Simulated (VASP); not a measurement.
# Ga (Im-3m) in VASP: further runs, part 2 of 2

VASP 6.6.1.

## Step 3: Single point, LDA

Input file INCAR:

```
PREC = Accurate ; ENCUT = 520
EDIFF = 1E-7 ; ISMEAR = -1
SIGMA = 0.08 ; LREAL = F
LASPH = T ; NELM = 100
ALGO = Normal ; ISIF = 2
LWAVE = F ; LCHARG = T
LELF = T ; LVHAR = T
NBANDS = 12
```

Input file KPOINTS:

```
Automatic mesh
0
Gamma
  18 18 18
```

Input file POSCAR:

```
Ga
1.0
   -1.4437245941      1.4437245941      1.4437245941
    1.4437245941     -1.4437245941      1.4437245941
    1.4437245941      1.4437245941     -1.4437245941
Ga
1
Direct
    0.0000000000      0.0000000000      0.0000000000
```

Potentials or basis: VASP PAW LDA potentials, release 64 (Ga_d).

Run with:

```
$ cat potpaw_LDA.64/Ga_d/POTCAR > POTCAR
$ mpirun -np 1 vasp_std > vasp.out
```

Run time: 19 s. Hardware: 1 thread of Intel Xeon Platinum 8259CL at 2.50GHz (Skylake/Cascade Lake), shared host; peak memory 0.14 GiB.

It converged, with:

* Free energy: -2.8665 eV
* Pressure: 57.7 GPa
* Band gap on the k mesh: zero (an odd number of electrons rules out a gap without spin polarisation)

Levels at points of the mesh, in eV from the Fermi level:
```tsv
k point	band 3	band 4	band 5	band 6	band 7	band 8	band 9	band 10
(0.00, 0.00, 0.00)	-16.02	-15.51	-15.51	-15.39	18.95	18.95	18.95	20.71
(0.50, 0.00, 0.00)	-15.53	-15.48	-15.17	-6.38	-4.80	9.80	11.55	14.30
(0.50, 0.50, 0.50)	-15.26	-15.26	-15.26	1.54	1.54	1.54	5.89	6.39
```

Caveat: the cell stands under pressure.

## Step 4: Relaxation of cell and atoms, LDA, target pressure 57 GPa, at which the enthalpy is minimised

Input file INCAR:

```
PREC = Accurate
ENCUT = 600
EDIFF = 1E-7
ISMEAR = -1
SIGMA = 0.08
LREAL = False
LASPH = True
NELM = 60
ALGO = Normal
ISIF = 3
LWAVE = False
LCHARG = False
GGA = CA
IBRION = 2
NSW = 60
EDIFFG = -0.005
PSTRESS = 570.0
```

Input file KPOINTS:

```
regular mesh
0
Gamma
  18 18 18
```

Input file POSCAR:

```
Ga
1.0
   -1.4436931204      1.4436931204      1.4436931204
    1.4436931204     -1.4436931204      1.4436931204
    1.4436931204      1.4436931204     -1.4436931204
Ga
1
Direct
    0.0000000000      0.0000000000      0.0000000000
```

Run with:

```
$ cat potpaw_LDA.64/Ga_d/POTCAR > POTCAR
$ mpirun -np 1 vasp_std > vasp.out
```

Wall time 32 s (1 thread of Intel Xeon Platinum 8259CL at 2.50GHz (Skylake/Cascade Lake), shared host); peak memory 0.15 GiB.

The run converged. Its results:

| Item | Value |
| --- | --- |
| Free energy | -2.8770 eV |
| Relaxed volume | 12.07 Å³/atom |
| Relaxed cell | a = 2.503 Å, b = 2.503 Å, c = 2.503 Å, α = 109.47°, β = 109.47°, γ = 109.47° |
| Space group after relaxing (to 0.1 Å) | Im-3m (No. 229) |
| Energy change on relaxing (the run minimises the enthalpy) | -10.8 meV/atom |
| Ionic steps | 3 |
| Pressure after relaxing | 57.1 GPa |
| Band gap on the k mesh | zero (an odd number of electrons rules out a gap without spin polarisation) |

The path:
```
step  energy change (eV)  largest force (eV/Å)  pressure (GPa)  volume (Å³)
   1              0.0000                0.0000           57.63        12.04
   2             -0.0292                0.0000           55.41        12.12
   3             -0.0108                0.0000           57.06        12.07
```

Final structure:
```
Ga
1.0
    -1.44490    1.44490    1.44490
     1.44490   -1.44490    1.44490
     1.44490    1.44490   -1.44490
Ga
1
Direct
  0.00000 0.00000 0.00000
```

Levels at points of the mesh, in eV from the Fermi level:
| k point | band 3 | band 4 | band 5 | band 6 | band 7 | band 8 | band 9 | band 10 |
| --- | --- | --- | --- | --- | --- | --- | --- | --- |
| (0.00, 0.00, 0.00) | -16.01 | -15.50 | -15.50 | -15.36 | 18.91 | 18.91 | 18.91 | 20.70 |
| (0.50, 0.00, 0.00) | -15.52 | -15.48 | -15.17 | -6.36 | -4.80 | 9.78 | 11.54 | 14.29 |
| (0.50, 0.50, 0.50) | -15.25 | -15.25 | -15.25 | 1.54 | 1.54 | 1.54 | 5.86 | 6.39 |

Caveat: the cell is relaxed towards a set pressure, so the run minimises the enthalpy, not the energy.

## Step 5: Relaxation of cell and atoms, LDA, target pressure 57 GPa, at which the enthalpy is minimised

Input file INCAR:

```
PREC     = Accurate       # precision mode
ENCUT    = 600            # plane-wave cutoff, eV
EDIFF    = 1E-6           # SCF threshold, eV
ISMEAR   = -1             # smearing method
SIGMA    = 0.08           # smearing width, eV
LREAL    = False          # projectors in reciprocal space
LASPH    = True           # aspherical terms in the spheres
NELM     = 100            # most SCF steps
ALGO     = Normal         # electronic algorithm
ISIF     = 3              # what is computed and relaxed
LWAVE    = False          # write WAVECAR
LCHARG   = False          # write CHGCAR
IBRION   = 2              # ionic algorithm
NSW      = 32             # ionic steps
EDIFFG   = -0.005         # ionic threshold
PSTRESS  = 570.0
```

Input file KPOINTS:

```
Automatic mesh
0
Gamma
  18 18 18
```

Input file POSCAR:

```
Ga
1.0
   -1.4435002118      1.4435002118      1.4435002118
    1.4435002118     -1.4435002118      1.4435002118
    1.4435002118      1.4435002118     -1.4435002118
Ga
1
Direct
    0.0000000000      0.0000000000      0.0000000000
```

Potentials or basis: VASP PAW LDA potentials, release 64 (Ga_d).

Run with:

```
$ cat potpaw_LDA.64/Ga_d/POTCAR > POTCAR
$ mpirun -np 1 vasp_std > vasp.out
```

OUTCAR:

```text
PREC = Accurate
   ENCUT = 600
   EDIFF = 1E-6
   ISMEAR = -1
   LREAL = False
   LASPH = True
   NELM = 100
   ISIF = 3
   IBRION = 2
   NSW = 32
   EDIFFG = -0.005
   PSTRESS = 570.0

 ion  position               nearest neighbor table
   1  0.000  0.000  0.000-

  LATTYP: Found a body centered cubic cell.
 ALAT       =     2.8870004236

  Lattice vectors:

 A1 = (  -1.4435002118,   1.4435002118,   1.4435002118)
 A2 = (   1.4435002118,  -1.4435002118,   1.4435002118)
 A3 = (   1.4435002118,   1.4435002118,  -1.4435002118)

Analysis of symmetry for initial positions (statically):
=====================================================================
 Subroutine PRICEL returns:
 Original cell was already a primitive cell.

 Routine SETGRP: Setting up the symmetry group for a
[... 254 lines left out ...]
 fundamental gap:      0.0190436797
 Fermi energy:        10.6680601042

 k-point     1 :       0.0000    0.0000    0.0000
  band No.  band energies     occupation
      1      -5.3427      2.00000
      2      -5.3427      2.00000
      3      -5.3427      2.00000
      4      -4.8308      2.00000
      5      -4.8308      2.00000
      6      -4.6952      2.00000
      7      29.5715      0.00000
      8      29.5715      0.00000
      9      29.5715      0.00000
     10      31.3644      0.00000
[... 287 lines left out ...]
 k-point    24 :       0.3889    0.1111    0.0000
  band No.  band energies     occupation
      1      -5.6452      2.00000
      2      -5.5621      2.00000
      3      -4.8715      2.00000
      4      -4.8471      2.00000
      5      -4.5987      2.00000
      6       3.3363      2.00000
      7       7.7664      2.00000
      8      17.5207      0.00000
      9      21.1114      0.00000
     10      27.0601      0.00000

 [... further k-points ...]

------------------------ aborting loop because EDIFF is reached ----------------------------------------

  FORCE on cell =-STRESS in cart. coord.  units (eV):
  Direction    XX          YY          ZZ          XY          YZ          ZX
  --------------------------------------------------------------------------------------
  -------------------------------------------------------------------------------------
  Total        4.2976718      4.2976718      4.2976718     -0.0000000      0.0000000      0.0000000
  in kB      570.5883086    570.5883086    570.5883086     -0.0000000      0.0000000      0.0000000
  external PRESSURE =       0.5883086 kB  Pullay stress =     570.0000000 kB
[... 20 lines left out ...]
  energy  without entropy=       -2.8714406132  energy(sigma->0) =       -2.87443393

  enthalpy is  TOTEN    =         1.4158134187 eV   P V=        4.2932406693

 reached required accuracy - stopping structural energy minimisation
```

OSZICAR:

```text
N       E                     dE             d eps       ncg     rms          rms(c)
DAV:   1     0.319655812589E+02    0.31966E+02   -0.74983E+03  4280   0.276E+03
DAV:   2    -0.208826051127E+01   -0.34054E+02   -0.33084E+02  3996   0.239E+02
DAV:   3    -0.294647213881E+01   -0.85821E+00   -0.85589E+00  4470   0.382E+01
[... 16 lines left out ...]
DAV:   1    -0.288173771821E+01    0.18554E-01   -0.52502E-02  4146   0.590E+00    0.383E-01
DAV:   2    -0.287832666610E+01    0.34111E-02   -0.59390E-03  4328   0.225E+00    0.169E-01
DAV:   3    -0.287753223980E+01    0.79443E-03   -0.71549E-04  4360   0.749E-01    0.403E-02
DAV:   4    -0.287742725851E+01    0.10498E-03   -0.69926E-05  5652   0.173E-01    0.887E-04
DAV:   5    -0.287742725064E+01    0.78717E-08   -0.14552E-07  2640   0.691E-03
   3 F= 0.14158134E+01 E0= 0.14188067E+01  d E =-.729936E-04
```

It took 30 s on 1 thread of Intel Xeon Platinum 8259CL at 2.50GHz (Skylake/Cascade Lake), shared host; peak memory 0.15 GiB.

Results:

| Item | Value |
| --- | --- |
| Free energy | -2.8774 eV |
| Relaxed volume | 12.07 Å³/atom |
| Relaxed cell | a = 2.503 Å, b = 2.503 Å, c = 2.503 Å, α = 109.47°, β = 109.47°, γ = 109.47° |
| Space group after relaxing (to 0.1 Å) | Im-3m (No. 229) |
| Energy change on relaxing (the run minimises the enthalpy) | -13.0 meV/atom |
| Ionic steps | 3 |
| Pressure after relaxing | 57.1 GPa |
| Band gap on the k mesh | zero (an odd number of electrons rules out a gap without spin polarisation) |

Step by step:
| step | energy change (eV) | largest force (eV/Å) | pressure (GPa) | volume (Å³) |
| --- | --- | --- | --- | --- |
| 1 | 0.0000 | 0.0000 | 57.78 | 12.03 |
| 2 | -0.0359 | 0.0000 | 54.98 | 12.13 |
| 3 | -0.0130 | 0.0000 | 57.06 | 12.07 |

Final structure:
```cif
data_structure
_symmetry_space_group_name_H-M 'P 1'
_symmetry_Int_Tables_number 1
_cell_length_a 2.5027
_cell_length_b 2.5027
_cell_length_c 2.5027
_cell_angle_alpha 109.471
_cell_angle_beta 109.471
_cell_angle_gamma 109.471
_cell_volume 12.07
loop_
_atom_site_label
_atom_site_type_symbol
_atom_site_fract_x
_atom_site_fract_y
_atom_site_fract_z
_atom_site_occupancy
Ga1 Ga 0.00000 0.00000 0.00000 1
```

Caveat: the cell is relaxed towards a set pressure, so the run minimises the enthalpy, not the energy.
